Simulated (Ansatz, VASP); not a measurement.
**Bi in VASP and in Ansatz**

```xyz
2
Lattice="3.5737 0.0000 0.0000 -1.7869 3.0950 0.0000 0.0000 0.0000 5.8808" Properties=species:S:1:pos:R:3 pbc="T T T"
Bi    0.0000    2.0633    1.4702
Bi    1.7869    1.0317    4.4106
```

Alike in both runs: functional RPBE; k mesh 10 × 10 × 6; occupations fermi-dirac, width 0.1 eV; no spin polarisation.

Ansatz relaxed the structure, and its values are those at the end. VASP's run is a single point on that final structure, the one shown.

|  | VASP | Ansatz |
| --- | --- | --- |
| version | VASP 6.6.1 | Ansatz 0.2.0 |
| potentials or method | VASP PAW PBE potentials, release 64 (Bi_d), cutoff 520 eV | plane waves (420 eV) with PAW, scalar-relativistic |
| valence electrons in the cell | 30 | 30 |

|  | VASP | Ansatz | Ansatz less VASP |
| --- | --- | --- | --- |
| pressure (GPa) | -0.1 | 0.0 | +0.06 |

VASP's potentials were made for PBE, not for RPBE.

Spin-orbit coupling is off throughout.
